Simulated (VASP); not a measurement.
## Au: single point with RPBE

Au:

```
Au
1.0
     0.00000    2.09894    2.09894
     2.09894    0.00000    2.09894
     2.09894    2.09894    0.00000
Au
1
Cartesian
  0.0000 0.0000 0.0000
```

```
Program             : VASP 6.6.1
Task                : single point
Functional          : RPBE
Potentials or basis : VASP PAW PBE potentials, release 64 (Au)
Cutoff              : 520 eV
k mesh              : 21 × 21 × 21
Occupations         : fermi-dirac, width 0.1 eV
Spin                : no spin polarisation
```

```yaml
Pressure: -0.1 GPa
```

Levels at points of the mesh, in eV from the Fermi level:
```
           k point  band 4  band 5  band 6  band 7  band 8  band 9
(0.00, 0.00, 0.00)   -4.32   -3.02   -3.02   14.55   18.11   18.11
```

Wall time 70 s on 1 thread of AMD EPYC 7R43 64-Core Processor (Zen 3), with other jobs on the host, peak memory 0.15 GiB.

Caveat: the PAW data sets were made with another functional, which shifts forces and pressure a little; spin-orbit coupling is left out, which moves the levels of the heavy elements.
